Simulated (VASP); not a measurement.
# F (P6/mmm) in VASP: a series of runs

The runs below take F through single point, with PBE.

Program: VASP 6.6.1. These are calculated values, not measurements. Logs are shortened: lines on timing, memory, paths and dates and some standing lists are left out, and cuts for length are marked.

### 1 The cell of the first run

It takes space group P6/mmm (No. 191, hexagonal). Conventional cell: a = 1.847 Å, b = 1.847 Å, c = 1.480 Å, α = 90.00°, β = 90.00°, γ = 120.00°. Within 2.0 Å of F (site symmetry 6/mmm) lie 8 F at 1.48 to 1.85 Å.

### 2 Single point, PBE

Contents of INCAR:

```
ALGO = Normal
EDIFF = 1E-6
ENCUT = 520
GGA = PE
ISIF = 2
ISMEAR = -1
LASPH = T
LCHARG = T
LELF = T
LREAL = F
LVHAR = T
LWAVE = F
NBANDS = 10
NELM = 100
PREC = Accurate
SIGMA = 0.08
```

Contents of KPOINTS:

```
k-points
0
Gamma
  23 23 21
```

Contents of POSCAR:

```
F
1.0
    1.8468956453      0.0000000000      0.0000000000
   -0.9234478227      1.5994585470      0.0000000000
    0.0000000000      0.0000000000      1.4795915795
F
1
Direct
    0.0000000000      0.0000000000      0.0000000000
```

Potentials or basis: VASP PAW PBE potentials, release 64 (F).

Run with:

```bash
$ cat potpaw_PBE.64/F/POTCAR > POTCAR
$ mpirun -np 1 vasp_std > vasp.out
```

OUTCAR:

```text
EDIFF = 1E-6
   ENCUT = 520
   GGA = PE
   ISIF = 2
   ISMEAR = -1
   LASPH = T
   LREAL = F
   NELM = 100
   PREC = Accurate

 ion  position               nearest neighbor table
   1  0.000  0.000  0.000-

  LATTYP: Found a hexagonal cell.
 ALAT       =     1.8468956453
 C/A-ratio  =     0.8011235412

  Lattice vectors:

 A1 = (   1.8468956453,   0.0000000000,   0.0000000000)
 A2 = (  -0.9234478227,   1.5994585470,   0.0000000000)
 A3 = (   0.0000000000,   0.0000000000,   1.4795915795)

Analysis of symmetry for initial positions (statically):
=====================================================================
 Subroutine PRICEL returns:
 Original cell was already a primitive cell.

 Routine SETGRP: Setting up the symmetry group for a
 hexagonal supercell.

 Subroutine GETGRP returns: Found 24 space group operations
 (whereof 24 operations were pure point group operations)
 out of a pool of 24 trial point group operations.

The static configuration has the point symmetry D_6h.

Analysis of symmetry for dynamics (positions and initial velocities):
=====================================================================
 Subroutine PRICEL returns:
 Original cell was already a primitive cell.

 Routine SETGRP: Setting up the symmetry group for a
 hexagonal supercell.

 Subroutine GETGRP returns: Found 24 space group operations
 (whereof 24 operations were pure point group operations)
 out of a pool of 24 trial point group operations.

The dynamic configuration has the point symmetry D_6h.

 Subroutine INISYM returns: Found 24 space group operations
 (whereof 24 operations are pure point group operations),
 and found     1 'primitive' translations

----------------------------------------------------------------------------------------

                                     Primitive cell

  volume of cell :       4.3708

  direct lattice vectors                    reciprocal lattice vectors
     1.846895645  0.000000000  0.000000000     0.541449108  0.312605788  0.000000000
    -0.923447823  1.599458547  0.000000000     0.000000000  0.625211577  0.000000000
     0.000000000  0.000000000  1.479591580     0.000000000  0.000000000  0.675862186

  length of vectors
     1.846895645  1.846895645  1.479591580     0.625211577  0.625211577  0.675862186

  position of ions in fractional coordinates (direct lattice)
     0.000000000  0.000000000  0.000000000

  ion indices of the primitive-cell ions
   primitive index   ion index
                 1           1

----------------------------------------------------------------------------------------

 KPOINTS: k-points

Automatic generation of k-mesh.
 Grid dimensions read from file:
 generate k-points for:   23   23   21

 Generating k-lattice:

  Cartesian coordinates                     Fractional coordinates (reciprocal lattice)
     0.023541266  0.013591556  0.000000000     0.043478261  0.000000000  0.000000000
     0.000000000  0.027183112  0.000000000     0.000000000  0.043478261  0.000000000
     0.000000000  0.000000000  0.032183914     0.000000000  0.000000000  0.047619048

  Length of vectors
     0.027183112  0.027183112  0.032183914

  Shift w.r.t. Gamma in fractional coordinates (k-lattice)
     0.000000000  0.000000000  0.000000000

 Subroutine IBZKPT returns following result:
 ===========================================

 Found    616 irreducible k-points:

 Following reciprocal coordinates:
            Coordinates               Weight
  0.000000  0.000000  0.000000      1.000000
  0.043478  0.000000  0.000000      6.000000
  0.086957  0.000000  0.000000      6.000000
  0.130435  0.000000  0.000000      6.000000
  0.173913  0.000000  0.000000      6.000000
  0.217391  0.000000  0.000000      6.000000
[... 16 lines left out ...]
  0.478261  0.043478  0.000000      6.000000
  0.086957  0.086957  0.000000      6.000000
 [... further k-points ...]
   k-points           NKPTS =    616   k-points in BZ     NKDIM =    616   number of bands    NBANDS=     10
   number of dos      NEDOS =    301   number of ions     NIONS =      1
   total plane-waves  NPLWV =   2352
   dimension x,y,z NGX =    14 NGY =   14 NGZ =   12
   dimension x,y,z NGXF=    28 NGYF=   28 NGZF=   24
   ions per type =               1
   NGX,Y,Z   is equivalent  to a cutoff of  12.60, 12.60, 13.48 a.u.
   NGXF,Y,Z  is equivalent  to a cutoff of  25.20, 25.20, 26.97 a.u.
 SYSTEM =  unknown system
   PREC   = accura    normal or accurate (medium, high low for compatibility)
   ISTART =      0    job   : 0-new  1-cont  2-samecut
   ICHARG =      2    charge: 1-file 2-atom 10-const
   ISPIN  =      1    spin polarized calculation?
   LNONCOLLINEAR =      F non collinear calculations
   LSORBIT =      F    spin-orbit coupling
   LASPH  =      T    aspherical Exc in radial PAW
   ENCUT  =  520.0 eV  38.22 Ry    6.18 a.u.   3.43  3.43  2.75*2*pi/ulx,y,z
   NELM   =    100;   NELMIN=  2; NELMDL= -5     # of ELM steps
   EDIFF  = 0.1E-05   stopping-criterion for ELM
   LREAL  =      F    real-space projection
   EDIFFG = 0.1E-04   stopping-criterion for IOM
   NSW    =      0    number of steps for IOM
   IBRION =     -1    ionic relax: 0-MD 1-quasi-New 2-CG
   NFREE  =      0    steps in history (QN), initial steepest desc. (CG)
   ISIF   =      2    stress and relaxation
   ISYM   =      2    0-nonsym 1-usesym 2-fastsym
   POTIM  = 0.5000    time-step for ionic-motion
   TEBEG  =    0.0;   TEEND  =   0.0 temperature during run
   PSTRESS=    0.0 pullay stress
   NELECT =       7.0000    total number of electrons
   NUPDOWN=      -1.0000    fix difference up-down
   EMIN   =  10.00;   EMAX   =-10.00  energy-range for DOS
   EFERMI =   0.00;   METHOD = LEGACY
   ISMEAR =    -1;   SIGMA  =   0.08  broadening in eV -4-tet -1-fermi 0-gaus
   EFERMI_NEDOS =   21; number of points for ismear=-14 and -15
   IALGO  =     38    algorithm
   IMIX   =      4    mixing-type and parameters
     AMIX     =   0.40;   BMIX     =  1.00
     AMIX_MAG =   1.60;   BMIX_MAG =  1.00
  volume/ion in A,a.u.               =       4.37        29.50
  Fermi-wavevector in a.u.,A,eV,Ry     =   1.915381  3.619545 49.915467  3.668683
  Thomas-Fermi vector in A             =   2.951083
   LORBIT       =      0    0 simple, 1 ext, 2 COOP (PROOUT), +10 PAW based schemes
   GGA     = PE    functional components
   LHFCALC =     F    Hartree Fock is set to
   AEXX    =    0.0000 exact exchange contribution
   IVDW    =     0    specifies the selected vdW correction
   LEPSILON=     F    determine dielectric tensor
   LRPA    =     F    only Hartree local field effects (RPA)
 non-spin polarized calculation
  energy-cutoff  :      520.00
  volume of cell :        4.37
 maximum number of plane-waves:       131
 NGX is ok and might be reduce to    14

 number of electron       6.9999996 magnetization

 Free energy of the ion-electron system (eV)
  ---------------------------------------------------
  ext. energy  EPLUGINS =         0.00000000
  ---------------------------------------------------
  free energy    TOTEN  =         2.24406390 eV

  energy without entropy =        2.25325159  energy(sigma->0) =        2.24865775

 E-fermi :   9.8096     XC(G=0): -15.4141

 val. band max:        9.8074836525   @ k =   0.3043   0.0435   0.4286
 cond. band min:       9.8174416185   @ k =   0.3478   0.0000   0.4286
 fundamental gap:      0.0099579660
 Fermi energy:         9.8096253363

 k-point     1 :       0.0000    0.0000    0.0000
  band No.  band energies     occupation
      1     -23.8609      2.00000
      2       8.3265      2.00000
      3       8.3265      2.00000
      4      14.0751      0.00000
      5      31.9669      0.00000
      6      50.3675      0.00000
      7      50.3675      0.00000
      8      52.9919      0.00000
      9      56.6387      0.00000
     10      81.4604      0.00000

 k-point     2 :       0.0435    0.0000    0.0000
  band No.  band energies     occupation
      1     -23.7875      2.00000
      2       8.0748      2.00000
      3       8.2718      2.00000
      4      14.0939      0.00000
      5      32.1511      0.00000
      6      48.9252      0.00000
      7      50.5811      0.00000
      8      53.1047      0.00000
      9      58.4057      0.00000
     10      81.2590      0.00000

 k-point     3 :       0.0870    0.0000    0.0000
  band No.  band energies     occupation
      1     -23.5687      2.00000
      2       7.3525      2.00000
      3       8.1132      2.00000
      4      14.1478      0.00000
      5      32.6635      0.00000
      6      46.4126      0.00000
      7      51.2133      0.00000
      8      53.4412      0.00000
      9      61.8878      0.00000
     10      80.6790      0.00000

 k-point     4 :       0.1304    0.0000    0.0000
  band No.  band energies     occupation
      1     -23.2088      2.00000
      2       6.2425      2.00000
      3       7.8678      2.00000
      4      14.2309      0.00000
      5      33.3900      0.00000
      6      43.9900      0.00000
      7      52.2346      0.00000
      8      53.9925      0.00000
      9      65.9124      0.00000
     10      79.7962      0.00000
[... 222 lines left out ...]
 k-point    22 :       0.4348    0.0435    0.0000
  band No.  band energies     occupation
      1     -18.1720      2.00000
      2      -4.2293      2.00000
      3       5.5614      2.00000
      4      15.0673      0.00000
      5      32.2535      0.00000
      6      41.9055      0.00000
      7      60.4744      0.00000
      8      64.2160      0.00000
      9      73.6719      0.00000
     10      80.1181      0.00000

 k-point    23 :       0.4783    0.0435    0.0000
  band No.  band energies     occupation
      1     -17.9908      2.00000
      2      -4.5116      2.00000
      3       5.5165      2.00000
      4      15.0864      0.00000
      5      32.1340      0.00000
      6      42.0287      0.00000
      7      60.6224      0.00000
      8      64.5651      0.00000
      9      73.5618      0.00000
     10      80.4971      0.00000

 k-point    24 :       0.0870    0.0870    0.0000
  band No.  band energies     occupation
      1     -22.9955      2.00000
      2       5.7121      2.00000
      3       7.6250      2.00000
      4      14.2780      0.00000
      5      33.8258      0.00000
      6      42.9517      0.00000
      7      52.6922      0.00000
      8      54.4362      0.00000
      9      67.8884      0.00000
     10      79.3429      0.00000

 [... further k-points ...]

------------------------ aborting loop because EDIFF is reached ----------------------------------------

  FORCE on cell =-STRESS in cart. coord.  units (eV):
  Direction    XX          YY          ZZ          XY          YZ          ZX
  --------------------------------------------------------------------------------------
  -------------------------------------------------------------------------------------
  Total       11.7068698     11.7068698     11.7848964     -0.0000000      0.0000000     -0.0000000
  in kB     4291.3523263   4291.3523265   4319.9543181     -0.0000001      0.0000000     -0.0000000
  external PRESSURE =    4300.8863236 kB  Pullay stress =       0.0000000 kB

 VOLUME and BASIS-vectors are now :
 -----------------------------------------------------------------------------
  energy-cutoff  :      520.00
  volume of cell :        4.37
      direct lattice vectors                 reciprocal lattice vectors
     1.846895645  0.000000000  0.000000000     0.541449108  0.312605788  0.000000000
    -0.923447823  1.599458547  0.000000000     0.000000000  0.625211577  0.000000000
     0.000000000  0.000000000  1.479591580     0.000000000  0.000000000  0.675862186

 POSITION                                       TOTAL-FORCE (eV/Angst)
 -----------------------------------------------------------------------------------
      0.00000      0.00000      0.00000         0.000000      0.000000      0.000000
 -----------------------------------------------------------------------------------
    total drift:                               -0.000000      0.000000      0.000000

  FREE ENERGIE OF THE ION-ELECTRON SYSTEM (eV)
  ---------------------------------------------------
  free  energy   TOTEN  =         2.2440639050 eV

  energy  without entropy=        2.2532515935  energy(sigma->0) =        2.24865775
```

It took 42 s on 1 thread of AMD EPYC 7R13, shared host; peak memory 0.1 GiB.

What came out:

```yaml
Free_energy: 2.2441 eV
Pressure: 430.1 GPa
Band_gap_on_the_k_mesh: zero (an odd number of electrons rules out a gap without spin polarisation)
```

Caveat: the cell stands under pressure; an odd number of electrons without spin polarisation forces a metal; a magnetic or distorted state may lie lower.

### 3 Single point, PBE

This run uses another cell than the first one: it holds 3 atoms, not 1.

Contents of INCAR:

```
SYSTEM = F
PREC = Accurate ; ENCUT = 520
EDIFF = 1E-7 ; ISMEAR = -1
SIGMA = 0.08 ; LREAL = .FALSE.
LASPH = .TRUE. ; NELM = 60
ALGO = Normal ; ISIF = 2
LWAVE = .FALSE. ; LCHARG = .TRUE.
GGA = PE ; LELF = .TRUE.
LVHAR = .TRUE. ; NBANDS = 18
```

Contents of KPOINTS:

```
Automatic mesh
0
G
  12 12 16
  0 0 0
```

Contents of POSCAR:

```
F
1.0
    3.1501949576      0.0000000000      0.0000000000
   -1.5750974788      2.7281488601      0.0000000000
    0.0000000000      0.0000000000      1.4844388629
F
3
Direct
    0.0000000000      0.0000000000      0.0000000000
    0.3333333333      0.6666666667      0.5000000000
    0.6666666667      0.3333333333      0.5000000000
```

Potentials or basis: VASP PAW PBE potentials, release 64 (F).

Run with:

```bash
$ cat potpaw_PBE.64/F/POTCAR > POTCAR
$ mpirun -np 1 vasp_std > vasp.out
```

It took 61 s on 1 thread of AMD EPYC 7R13, shared host; peak memory 0.11 GiB.

The run converged. Its results:

| Property | Result |
| --- | --- |
| Free energy | 6.8541 eV |
| Pressure | 429.9 GPa |
| Band gap on the k mesh | zero (an odd number of electrons rules out a gap without spin polarisation) |

Stress tensor (GPa, compression positive):
```
428.85   0.00   0.00
  0.00 428.85   0.00
  0.00   0.00 431.94
```

Levels at points of the mesh, in eV from the Fermi level:
```tsv
k point	band 9	band 10	band 11	band 12	band 13	band 14
(0.00, 0.00, 0.00)	-0.68	4.49	5.60	6.14	24.05	30.54
(0.50, 0.00, 0.00)	-3.23	5.02	5.24	5.94	23.36	28.88
(0.00, 0.00, 0.50)	-2.02	-2.02	-0.63	-0.63	21.95	21.95
(0.50, 0.00, 0.50)	-2.23	-1.14	-0.76	0.47	23.84	24.09
```

Caveat: the cell stands under pressure; an odd number of electrons without spin polarisation forces a metal; a magnetic or distorted state may lie lower.
